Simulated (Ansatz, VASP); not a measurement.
## One calculation of MnO, two programs

```
Mn O
1.0
     3.38290    0.00000    0.00000
    -1.69145    2.92968    0.00000
     0.00000    0.00000    5.40339
Mn O
2 2
Direct
  0.33333 0.66667 0.01096
  0.66667 0.33333 0.51096
  0.33333 0.66667 0.37547
  0.66667 0.33333 0.87547
```

Change from the starting cell: volume scaled by 1.01, crystal datasets.

Alike in both runs: task electric field gradients; functional PBEsol; k mesh 14 × 14 × 8; occupations fermi-dirac, width 0.05 eV; collinear spin.

|  | VASP | Ansatz |
| --- | --- | --- |
| version | VASP 6.6.1 | Ansatz 0.2.0 |
| potentials or method | VASP PAW PBE potentials, release 64 (Mn_pv, O), cutoff 520 eV | all-electron PAW with datasets made for the crystal, scalar-relativistic |

Ansatz gave:

```
pressure (GPa)                                                : -0.4
traceless stress, the component that is largest in VASP (GPa) : 4.54
rms of the force components (eV/Å)                            : 0.326
net moment per atom (μB)                                      : 2.50
size of the moment on the site where the two differ most (μB) : 3.85
size of Vzz on the site where it differs most (V/Å²)          : 26.2
```

Task: Which values does VASP return?

Result: Pressure (GPa): -0.1; traceless stress, the component that is largest in VASP (GPa): 4.71; rms of the force components (eV/Å): 0.339; net moment per atom (μB): 2.50; size of the moment on the site where the two differ most (μB): 4.41; size of Vzz on the site where it differs most (V/Å²): 25.4.

VASP's potentials were made for PBE, not for PBEsol. Site moments also hang on the region over which each program counts them. Atom by atom the forces differ by 0.013 eV/Å (rms over components). Ansatz ran all-electron here, and VASP with PAW potentials. Ansatz's warnings: frozen core search ended.
